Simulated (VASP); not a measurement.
# As (R-3m) in VASP: a series of runs

Runs on As. Level: LDA. Tasks: electric field gradients.

Program: VASP 6.6.1. These are calculated values, not measurements. Logs are shortened: lines on timing, memory, paths and dates and some standing lists are left out, and cuts for length are marked.

## (1) The cell of the first run

Symmetry: R-3m, No. 166, trigonal system. Conventional cell: a = 4.065 Å, b = 4.065 Å, c = 9.957 Å, α = 90.00°, β = 90.00°, γ = 120.00°. As (site symmetry 3m) has 4 As at 2.04 to 2.67 Å within 2.7 Å.

## (2) Electric field gradients, LDA (shortest bond scaled by 0.82)

INCAR reads:

```
PREC = Accurate
ENCUT = 520
EDIFF = 1E-8
ISMEAR = -1
SIGMA = 0.05
LREAL = False
LASPH = True
NELM = 80
ALGO = Normal
ISIF = 2
LWAVE = False
LCHARG = False
LEFG = True
NBANDS = 12
```

KPOINTS reads:

```
regular mesh
0
Gamma
  9 9 9
```

POSCAR reads:

```
As
1.0
    0.0000000000      2.8744485395      2.8744485395
    2.8744485395      0.0000000000      2.8744485395
    2.8744485395      2.8744485395      0.0000000000
As
2
Direct
   -0.1925000000     -0.1025000000     -0.1025000000
    0.1925000000      0.1025000000      0.1025000000
```

Potentials or basis: VASP PAW LDA potentials, release 64 (As).

The run is started by

```
$ cat potpaw_LDA.64/As/POTCAR > POTCAR
$ mpirun -np 1 vasp_std > vasp.out
```

OUTCAR:

```text
PREC = Accurate
   ENCUT = 520
   EDIFF = 1E-8
   ISMEAR = -1
   LREAL = False
   LASPH = True
   NELM = 80
   ISIF = 2

 ion  position               nearest neighbor table
   1  0.807  0.898  0.898-   2 2.04   2 2.67   2 2.67   2 2.67
   2  0.193  0.102  0.102-   1 2.04   1 2.67   1 2.67   1 2.67

  LATTYP: Found a face centered cubic cell.
 ALAT       =     5.7488970790

  Lattice vectors:

 A1 = (   0.0000000000,   2.8744485395,   2.8744485395)
 A2 = (   2.8744485395,   0.0000000000,   2.8744485395)
 A3 = (   2.8744485395,   2.8744485395,   0.0000000000)

Analysis of symmetry for initial positions (statically):
=====================================================================
 Subroutine PRICEL returns:
 Original cell was already a primitive cell.

 Routine SETGRP: Setting up the symmetry group for a
 face centered cubic supercell.

 Subroutine GETGRP returns: Found 12 space group operations
 (whereof  4 operations were pure point group operations)
 out of a pool of 48 trial point group operations.

The static configuration has the point symmetry C_2h.
 The point group associated with its full space group is D_3d.

Analysis of symmetry for dynamics (positions and initial velocities):
=====================================================================
 Subroutine PRICEL returns:
 Original cell was already a primitive cell.

 Routine SETGRP: Setting up the symmetry group for a
 face centered cubic supercell.

 Subroutine GETGRP returns: Found 12 space group operations
 (whereof  4 operations were pure point group operations)
 out of a pool of 48 trial point group operations.

The dynamic configuration has the point symmetry C_2h.
 The point group associated with its full space group is D_3d.

 Subroutine INISYM returns: Found 12 space group operations
 (whereof  4 operations are pure point group operations),
 and found     1 'primitive' translations

----------------------------------------------------------------------------------------

                                     Primitive cell

  volume of cell :      47.5000

  direct lattice vectors                    reciprocal lattice vectors
     0.000000000  2.874448539  2.874448539    -0.173946409  0.173946409  0.173946409
     2.874448539  0.000000000  2.874448539     0.173946409 -0.173946409  0.173946409
     2.874448539  2.874448539  0.000000000     0.173946409  0.173946409 -0.173946409

  length of vectors
     4.065084109  4.065084109  4.065084109     0.301284017  0.301284017  0.301284017

  position of ions in fractional coordinates (direct lattice)
     0.807500000  0.897500000  0.897500000
     0.192500000  0.102500000  0.102500000

  ion indices of the primitive-cell ions
   primitive index   ion index
                 1           1
                 2           2

----------------------------------------------------------------------------------------

 KPOINTS: regular mesh

Automatic generation of k-mesh.
 Grid dimensions read from file:
 generate k-points for:    9    9    9

 Generating k-lattice:

  Cartesian coordinates                     Fractional coordinates (reciprocal lattice)
    -0.019327379  0.019327379  0.019327379     0.111111111  0.000000000  0.000000000
     0.019327379 -0.019327379  0.019327379     0.000000000  0.111111111  0.000000000
     0.019327379  0.019327379 -0.019327379     0.000000000  0.000000000  0.111111111

  Length of vectors
     0.033476002  0.033476002  0.033476002

  Shift w.r.t. Gamma in fractional coordinates (k-lattice)
     0.000000000  0.000000000  0.000000000

 Subroutine IBZKPT returns following result:
 ===========================================

 Found     85 irreducible k-points:

 Following reciprocal coordinates:
            Coordinates               Weight
  0.000000  0.000000  0.000000      1.000000
  0.111111  0.000000  0.000000      2.000000
  0.000000  0.111111  0.000000      6.000000
  0.222222  0.000000  0.000000      2.000000
  0.000000  0.222222  0.000000      6.000000
  0.333333  0.000000  0.000000      2.000000
[... 16 lines left out ...]
 -0.333333  0.111111  0.000000      6.000000
  0.000000 -0.333333  0.111111     12.000000
 [... further k-points ...]
   k-points           NKPTS =     85   k-points in BZ     NKDIM =     85   number of bands    NBANDS=     12
   number of dos      NEDOS =    301   number of ions     NIONS =      2
   total plane-waves  NPLWV =  27000
   dimension x,y,z NGX =    30 NGY =   30 NGZ =   30
   dimension x,y,z NGXF=    60 NGYF=   60 NGZF=   60
   ions per type =               2
   NGX,Y,Z   is equivalent  to a cutoff of  12.27, 12.27, 12.27 a.u.
   NGXF,Y,Z  is equivalent  to a cutoff of  24.54, 24.54, 24.54 a.u.
 SYSTEM =  unknown system
   PREC   = accura    normal or accurate (medium, high low for compatibility)
   ISTART =      0    job   : 0-new  1-cont  2-samecut
   ICHARG =      2    charge: 1-file 2-atom 10-const
   ISPIN  =      1    spin polarized calculation?
   LNONCOLLINEAR =      F non collinear calculations
   LSORBIT =      F    spin-orbit coupling
   LASPH  =      T    aspherical Exc in radial PAW
   ENCUT  =  520.0 eV  38.22 Ry    6.18 a.u.   7.56  7.56  7.56*2*pi/ulx,y,z
   NELM   =     80;   NELMIN=  2; NELMDL= -5     # of ELM steps
   EDIFF  = 0.1E-07   stopping-criterion for ELM
   LREAL  =      F    real-space projection
   EDIFFG = 0.1E-06   stopping-criterion for IOM
   NSW    =      0    number of steps for IOM
   IBRION =     -1    ionic relax: 0-MD 1-quasi-New 2-CG
   NFREE  =      0    steps in history (QN), initial steepest desc. (CG)
   ISIF   =      2    stress and relaxation
   ISYM   =      2    0-nonsym 1-usesym 2-fastsym
   POTIM  = 0.5000    time-step for ionic-motion
   TEBEG  =    0.0;   TEEND  =   0.0 temperature during run
   PSTRESS=    0.0 pullay stress
   NELECT =      10.0000    total number of electrons
   NUPDOWN=      -1.0000    fix difference up-down
   EMIN   =  10.00;   EMAX   =-10.00  energy-range for DOS
   EFERMI =   0.00;   METHOD = LEGACY
   ISMEAR =    -1;   SIGMA  =   0.05  broadening in eV -4-tet -1-fermi 0-gaus
   EFERMI_NEDOS =   21; number of points for ismear=-14 and -15
   IALGO  =     38    algorithm
   IMIX   =      4    mixing-type and parameters
     AMIX     =   0.40;   BMIX     =  1.00
     AMIX_MAG =   1.60;   BMIX_MAG =  1.00
  volume/ion in A,a.u.               =      23.75       160.27
  Fermi-wavevector in a.u.,A,eV,Ry     =   0.973891  1.840387 12.904628  0.948463
  Thomas-Fermi vector in A             =   2.104307
   LORBIT       =      0    0 simple, 1 ext, 2 COOP (PROOUT), +10 PAW based schemes
   GGA     = CA    functional components
   LHFCALC =     F    Hartree Fock is set to
   AEXX    =    0.0000 exact exchange contribution
   IVDW    =     0    specifies the selected vdW correction
   LEPSILON=     F    determine dielectric tensor
   LRPA    =     F    only Hartree local field effects (RPA)
 non-spin polarized calculation
  energy-cutoff  :      520.00
  volume of cell :       47.50
 maximum number of plane-waves:      1299
   NGX = 15   NGY = 15   NGZ = 15

 number of electron      10.0000000 magnetization

 Free energy of the ion-electron system (eV)
  ---------------------------------------------------
  ext. energy  EPLUGINS =         0.00000000
  ---------------------------------------------------
  free energy    TOTEN  =        -8.96612829 eV

  energy without entropy =       -8.95763485  energy(sigma->0) =       -8.96188157

 E-fermi :   4.3763     XC(G=0):  -9.5367

 val. band max:        4.3696292791   @ k =   0.4444   0.2222   0.0000
 cond. band min:       4.3836141935   @ k =  -0.3333   0.2222   0.0000
 fundamental gap:      0.0139849144
 Fermi energy:         4.3762749233

 k-point     1 :       0.0000    0.0000    0.0000
  band No.  band energies     occupation
      1     -10.9080      2.00000
      2      -0.3106      2.00000
      3      -0.0746      2.00000
      4       3.5542      2.00000
      5       3.5542      2.00000
      6       3.6772      2.00000
      7       3.6772      2.00000
      8       7.3591      0.00000
      9       9.2381      0.00000
     10      12.7947      0.00000
     11      12.7947      0.00000
     12      13.5879      0.00000

 k-point     2 :       0.1111    0.0000    0.0000
  band No.  band energies     occupation
      1     -10.7622      2.00000
      2      -2.1331      2.00000
      3       1.6359      2.00000
      4       2.6374      2.00000
      5       2.6374      2.00000
      6       4.7589      0.00095
      7       4.7589      0.00095
      8       6.9135      0.00000
      9      10.1890      0.00000
     10      11.7896      0.00000
     11      11.7896      0.00000
     12      14.7691      0.00000

 k-point     3 :       0.0000    0.1111    0.0000
  band No.  band energies     occupation
      1     -10.8025      2.00000
      2      -1.1699      2.00000
      3       0.1916      2.00000
      4       2.6216      2.00000
      5       3.1567      2.00000
      6       4.0237      1.99827
      7       4.9102      0.00005
      8       7.5871      0.00000
      9       9.7890      0.00000
     10      12.2044      0.00000
     11      12.3897      0.00000
     12      13.2180      0.00000
[... 286 lines left out ...]
 k-point    23 :      -0.3333    0.1111    0.0000
  band No.  band energies     occupation
      1      -9.2675      2.00000
      2      -6.1932      2.00000
      3       0.4172      2.00000
      4       1.3783      2.00000
      5       3.8197      1.99997
      6       6.6252      0.00000
      7       7.0318      0.00000
      8       8.5441      0.00000
      9      11.1218      0.00000
     10      11.5053      0.00000
     11      13.1801      0.00000
     12      14.4512      0.00000

 k-point    24 :       0.0000   -0.3333    0.1111
  band No.  band energies     occupation
      1      -9.9112      2.00000
      2      -3.9499      2.00000
      3      -0.7104      2.00000
      4       1.1587      2.00000
      5       2.7510      2.00000
      6       4.6983      0.00318
      7       7.9349      0.00000
      8       8.6716      0.00000
      9      11.3884      0.00000
     10      11.8973      0.00000
     11      14.3767      0.00000
     12      14.9557      0.00000

 [... further k-points ...]
[... 5 lines left out ...]
  --------------------------------------------------------------------------------------
  -------------------------------------------------------------------------------------
  Total        4.5646801      4.5646801      4.5646801     -3.8477238      3.8477238     -3.8477238
  in kB      153.9668851    153.9668851    153.9668851   -129.7839110    129.7839110   -129.7839110
  external PRESSURE =     153.9668851 kB  Pullay stress =       0.0000000 kB

 VOLUME and BASIS-vectors are now :
 -----------------------------------------------------------------------------
  energy-cutoff  :      520.00
  volume of cell :       47.50
      direct lattice vectors                 reciprocal lattice vectors
     0.000000000  2.874448539  2.874448539    -0.173946409  0.173946409  0.173946409
     2.874448539  0.000000000  2.874448539     0.173946409 -0.173946409  0.173946409
     2.874448539  2.874448539  0.000000000     0.173946409  0.173946409 -0.173946409

 POSITION                                       TOTAL-FORCE (eV/Angst)
 -----------------------------------------------------------------------------------
      5.15964      4.90093      4.90093        -2.894190      2.894190      2.894190
      0.58926      0.84796      0.84796         2.894190     -2.894190     -2.894190
 -----------------------------------------------------------------------------------
    total drift:                                0.000000      0.000000      0.000000

  FREE ENERGIE OF THE ION-ELECTRON SYSTEM (eV)
  ---------------------------------------------------
  free  energy   TOTEN  =        -8.9661282866 eV

  energy  without entropy=       -8.9576348452  energy(sigma->0) =       -8.96188157

 Electric field gradients (V/A^2)
---------------------------------------------------------------------
 ion       V_xx      V_yy      V_zz      V_xy      V_xz      V_yz
---------------------------------------------------------------------
   1       0.000    -0.000    -0.000    36.835    36.835   -36.834
   2       0.000    -0.000    -0.000    36.835    36.835   -36.834
---------------------------------------------------------------------

 Electric field gradients after diagonalization (V/A^2)
 (convention: |V_zz| > |V_xx| > |V_yy|)
----------------------------------------------------------------------
 ion       V_xx      V_yy      V_zz     asymmetry (V_yy - V_xx)/ V_zz
----------------------------------------------------------------------
   1      36.835    36.834   -73.669       0.000
   2      36.835    36.834   -73.669       0.000
----------------------------------------------------------------------

           NMR quadrupolar parameters

 Cq : quadrupolar parameter    Cq=e*Q*V_zz/h
 eta: asymmetry parameters     (V_yy - V_xx)/ V_zz
 Q  : nuclear electric quadrupole moment in mb (millibarn)
----------------------------------------------------------------------
 ion       Cq(MHz)       eta       Q (mb)
----------------------------------------------------------------------
   1      -0.178       0.000       1.000
   2      -0.178       0.000       1.000
----------------------------------------------------------------------
```

It took 43 s on 1 thread of Intel Xeon Platinum 8259CL at 2.50GHz (Skylake/Cascade Lake), shared host; peak memory 0.16 GiB.

What came out:

```yaml
Free_energy: -8.9661 eV
Pressure: 15.4 GPa
Largest_force: 5.013 eV/Å
Band_gap_on_the_k_mesh: zero (bands 5 and 6 overlap by 1.26 eV)
Largest_electric_field_gradient_by_atom: As -73.7 V/Å²
```

Forces in eV/Å, atoms in the order of the input:
```
As  -2.894  2.894  2.894
As   2.894 -2.894 -2.894
```

Levels at points of the mesh, in eV from the Fermi level:
| k point | band 3 | band 4 | band 5 | band 6 | band 7 | band 8 |
| --- | --- | --- | --- | --- | --- | --- |
| (0.00, 0.00, 0.00) | -4.45 | -0.82 | -0.82 | -0.70 | -0.70 | 2.98 |

Electric field gradients, principal values (V/Å²):
```tsv
atom	least	middle	greatest (by size)
1 As	36.834	36.835	-73.669
2 As	36.834	36.835	-73.669
```

Caveat: the cell differs from its parent crystal (shortest bond scaled by 0.82); the cell stands under pressure; without QUAD_EFG the Cq values of the log hold for a quadrupole moment of 1 mb, not for the nuclei; forces of over 1 eV/Å act on the atoms, so gaps and moduli don't describe the material at rest.

(Continued in part 2 of 2.)

The gap in the log of VASP goes by the Fermi energy; the results here count the filled bands.